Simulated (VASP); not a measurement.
Set up this calculation in VASP 6.6.1, as the native input.

* Task: single point
* Functional: PBE
* Potentials or basis: VASP PAW PBE potentials, release 64 (Co)
* Cutoff: 520 eV
* k mesh: 12 × 12 × 1
* Occupations: fermi-dirac, width 0.05 eV
* Spin: collinear spin, ferromagnetic start
* Starting moments: [2.0, 2.0, 2.0, 2.0, 2.0, 2.0] μB
* Dipole correction: yes
* Further INCAR settings: ALGO = Normal; EDIFF = 1e-07; NBANDS = 40

The structure of Co lies in POSCAR:

```
Co
1.0
    2.4873648738      0.0000000000      0.0000000000
   -1.2436824369      2.1541211692      0.0000000000
    0.0000000000      0.0000000000     25.0780875629
Co
6
Direct
    0.6666666700      0.3333333400      0.2990658670
    0.3333333300      0.6666666600      0.3768831468
    0.6666666700      0.3333333400      0.4610913601
    0.3333333300      0.6666666600      0.5389086399
    0.6666666700      0.3333333400      0.6231168532
    0.3333333300      0.6666666600      0.7009341330
```

The input as run:

INCAR

```
ALGO = Normal ; DIPOL = 0.5 0.5 0.500
EDIFF = 1E-7 ; ENCUT = 520
GGA = PE ; IDIPOL = 3
ISIF = 2 ; ISMEAR = -1
ISPIN = 2 ; LASPH = True
LCHARG = True ; LDIPOL = True
LELF = True ; LMAXMIX = 4
LORBIT = 11 ; LREAL = False
LVACPOTAV = True ; LVHAR = True
LWAVE = False ; MAGMOM = 2 2 2 2 2 2
NBANDS = 40 ; NELM = 150
PREC = Accurate ; SIGMA = 0.05
```

KPOINTS

```
k-points
0
Gamma
  12 12 1
```

Potentials or basis: VASP PAW PBE potentials, release 64 (Co).

Run with:

```console
$ cat potpaw_PBE.64/Co/POTCAR > POTCAR
$ mpirun -np 1 vasp_std > vasp.out
```

Results of the run:

| Property | Result |
| --- | --- |
| Largest force | 0.387 eV/Å |
| Band gap on the k mesh | zero (filled and empty bands overlap) |
| Net moment | 9.99 μB per cell |
| Site moments | Co +1.72, +1.69, +1.65 (each value once) μB |
| Valence electrons inside the program's atomic spheres | Co 8.15, 8.27 (each value once) |

It took 22 min on 1 thread of Intel Xeon 8259CL, on a shared host, peak memory 0.36 GiB.
